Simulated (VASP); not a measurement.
Wanted: the native input for a VASP 6.6.1 run.

- Task: single point
- Functional: PBE
- Potentials or basis: VASP PAW PBE potentials, release 64 (Sc_sv)
- Cutoff: 520 eV
- k mesh: 15 × 15 × 15
- Occupations: fermi-dirac, width 0.0612256 eV
- Spin: no spin polarisation
- Dipole correction: no
- Further INCAR settings: ALGO = Fast; EDIFF = 1e-07; NBANDS = 18

The structure of Sc lies in POSCAR:

```
Sc
1.0
    0.0000000000      3.1865289564      3.1865289564
    3.1865289564      0.0000000000      3.1865289564
    3.1865289564      3.1865289564      0.0000000000
Sc
2
Direct
    0.0000000000      0.0000000000      0.0000000000
    0.2500000000      0.2500000000      0.2500000000
```

This isn't the form of Sc at room conditions, which is hcp.

The input as run:

INCAR

```
SYSTEM = Sc
PREC = Accurate ; ENCUT = 520
EDIFF = 1E-7 ; ISMEAR = -1
SIGMA = 0.06122561905347299 ; LREAL = .False.
LASPH = .True. ; NELM = 60
ALGO = Fast ; ISIF = 2
LWAVE = .False. ; LCHARG = .False.
GGA = PE ; NBANDS = 18
```

KPOINTS

```
regular mesh
0
Gamma
  15 15 15
  0 0 0
```

Potentials or basis: VASP PAW PBE potentials, release 64 (Sc_sv).

The run is started by

```console
$ cat potpaw_PBE.64/Sc_sv/POTCAR > POTCAR
$ mpirun -np 1 vasp_std > vasp.out
```

It gave:

The pressure is 0.7 GPa and the band gap on the k mesh is zero (bands 11 and 12 overlap by 0.60 eV).

It took 2.3 min on 1 thread of Intel(R) Xeon(R) Platinum 8488C (Sapphire Rapids), on a shared host, peak memory 0.28 GiB.
